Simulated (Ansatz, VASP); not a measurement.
## One calculation of Zr2F, two programs

```
Zr F
1.0
     1.62481    0.93809    7.88819
    -1.62481    0.93809    7.88819
     0.00000   -1.87617    7.88819
Zr F
2 1
Direct
  0.23733 0.23733 0.23733
  0.47005 0.47005 0.47005
  0.95933 0.95933 0.95933
```

Alike in both runs: functional PBE; k mesh 18 × 18 × 18; occupations gaussian, width 0.1 eV; no spin polarisation.

Ansatz relaxed the structure, and its values are those at the end. VASP's run is a single point on that final structure, the one shown.

|  | VASP | Ansatz |
| --- | --- | --- |
| version | VASP 6.6.1 | Ansatz 0.2.0 |
| potentials or method | VASP PAW PBE potentials, release 64 (Zr_sv, F), cutoff 520 eV | scalar-relativistic, plane waves, PAW |
| valence electrons in the cell | 31 | 31 |

```tsv
	VASP	Ansatz	Ansatz less VASP
gap on the k mesh at the Fermi level (eV)	none	none	-
pressure (GPa)	0.0	0.0	-0.02
rms of the force components (eV/Å)	0.015	0.001	-0.0136
```

A gap of «none» marks a metal or a gap that the smearing closes.
